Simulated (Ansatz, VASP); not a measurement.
# Be in VASP and in Ansatz

File INCAR:

```
ALGO = Normal
EDIFF = 1E-6
ENCUT = 520
GGA = PS
ISIF = 2
ISMEAR = -1
LASPH = T
LCHARG = F
LREAL = F
LWAVE = F
NBANDS = 9
NELM = 60
PREC = Accurate
SIGMA = 0.05
```

Contents of KPOINTS:

```
k-points
0
Gamma
  15 15 8
```

Contents of POSCAR:

```
Be
1.0
    2.2424371395      0.0000000000      0.0000000000
   -1.1212185697      1.9420075292      0.0000000000
    0.0000000000      0.0000000000      3.6327481659
Be
2
Direct
    0.3666666667      0.6833333333      0.2750000000
    0.6333333333      0.3166666667      0.7250000000
```

Input for Ansatz:

```yaml
crystal:
  lattice:
    - [2.2424371395, 0.0, 0.0]
    - [-1.1212185697, 1.9420075292, 0.0]
    - [0.0, 0.0, 3.6327481659]
  atoms:
    - { symbol: Be, position: [0.3666666667, 0.6833333333, 0.275] }
    - { symbol: Be, position: [0.6333333333, 0.3166666667, 0.725] }
kpoints:
  mp_grid: { grid: [15, 15, 8] }
scf:
  occupations: { method: fermi_dirac, width: 0.05 }
hamiltonian:
  xc: pbesol
  pseudopotentials: { kind: all_electron, lapw: { basis_error: 0.001 } }
output:
  forces: true
  stress: true
  eigenvalues: true
  populations: true
```

Change from the starting cell: shortest bond scaled by 1.1, LAPW.

Alike in both runs: task single point; functional PBEsol; k mesh 15 × 15 × 8; occupations fermi-dirac, width 0.05 eV; no spin polarisation.

|  | VASP | Ansatz |
| --- | --- | --- |
| version | VASP 6.6.1 | Ansatz 0.2.0 |
| potentials or method | VASP PAW PBE potentials, release 64 (Be), cutoff 520 eV | all-electron LAPW, scalar-relativistic |

VASP gave:

| Quantity | Value |
| --- | --- |
| pressure (GPa) | 2.1 |
| traceless stress, the component that is largest in VASP (GPa) | -2.70 |
| rms of the force components (eV/Å) | 0.857 |

Q: Estimate Ansatz's values.

A: Pressure (GPa): 1.6; traceless stress, the component that is largest in VASP (GPa): -2.68; rms of the force components (eV/Å): 0.844.

VASP's potentials were made for PBE, not for PBEsol. Atom by atom the forces differ by 0.013 eV/Å (rms over components). Ansatz ran all-electron here, and VASP with PAW potentials.
